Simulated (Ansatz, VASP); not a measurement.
**SnO2: VASP beside Ansatz**

File INCAR:

```
PREC     = Accurate       # precision mode
ENCUT    = 520            # plane-wave cutoff, eV
EDIFF    = 1E-6           # SCF threshold, eV
ISMEAR   = -1             # smearing method
SIGMA    = 0.05           # smearing width, eV
LREAL    = False          # projectors in reciprocal space
LASPH    = True           # aspherical terms in the spheres
NELM     = 60             # most SCF steps
ALGO     = Normal         # electronic algorithm
ISIF     = 2              # what is computed and relaxed
LWAVE    = False          # write WAVECAR
LCHARG   = False          # write CHGCAR
GGA      = PS             # functional
NBANDS   = 20             # bands
```

File KPOINTS:

```
Automatic mesh
0
Gamma
  10 10 10
```

The input POSCAR:

```
SnO2
1.0
    1.6170930752      0.9336291223      4.8005925840
   -1.6170930752      0.9336291223      4.8005925840
    0.0000000000     -1.8672582446      4.8005925840
Sn O
1 2
Direct
    0.5000000000      0.5000000000      0.5000000000
    0.7628300000      0.7628300000      0.7628300000
    0.2371700000      0.2371700000      0.2371700000
```

File input.yaml:

```yaml
crystal:
  lattice:
    - [1.6170930752, 0.9336291223, 4.800592584]
    - [-1.6170930752, 0.9336291223, 4.800592584]
    - [0.0, -1.8672582446, 4.800592584]
  atoms:
    - { symbol: Sn, position: [0.5, 0.5, 0.5] }
    - { symbol: O, position: [0.76283, 0.76283, 0.76283] }
    - { symbol: O, position: [0.23717, 0.23717, 0.23717] }
hamiltonian:
  xc: pbesol
  pseudopotentials: { kind: paw }
kpoints:
  mp_grid: { grid: [10, 10, 10] }
scf:
  occupations: { method: fermi_dirac, width: 0.05 }
output:
  forces: true
  stress: true
  eigenvalues: true
  write_density: true
  write_potential: true
  elf: true
  volumetric_format: npy
```

Alike in both runs: task single point; functional PBEsol; k mesh 10 × 10 × 10; occupations fermi-dirac, width 0.05 eV; no spin polarisation.

```csv
,VASP,Ansatz
version,VASP 6.6.1,Ansatz 0.2.0
potentials or method,"VASP PAW PBE potentials, release 64 (Sn_d, O)",Ansatz PAW
plane-wave cutoff (eV),520,420
valence electrons in the cell,26,26
```

|  | VASP | Ansatz | Ansatz less VASP |
| --- | --- | --- | --- |
| gap on the k mesh at the Fermi level (eV) | 1.84 | 1.87 | +0.021 |
| least direct gap on the mesh (eV) | 1.97 | 1.98 | +0.017 |
| pressure (GPa) | -4.6 | -5.1 | -0.51 |
| traceless stress, the component that is largest in VASP (GPa) | 1.01 | 1.37 | +0.361 |
| rms of the force components (eV/Å) | 0.164 | 0.186 | +0.0223 |

VASP's potentials were made for PBE, not for PBEsol. Atom by atom the forces differ by 0.022 eV/Å (rms over components). The functional is the same, so the differences come from potentials, cutoffs and numerics.
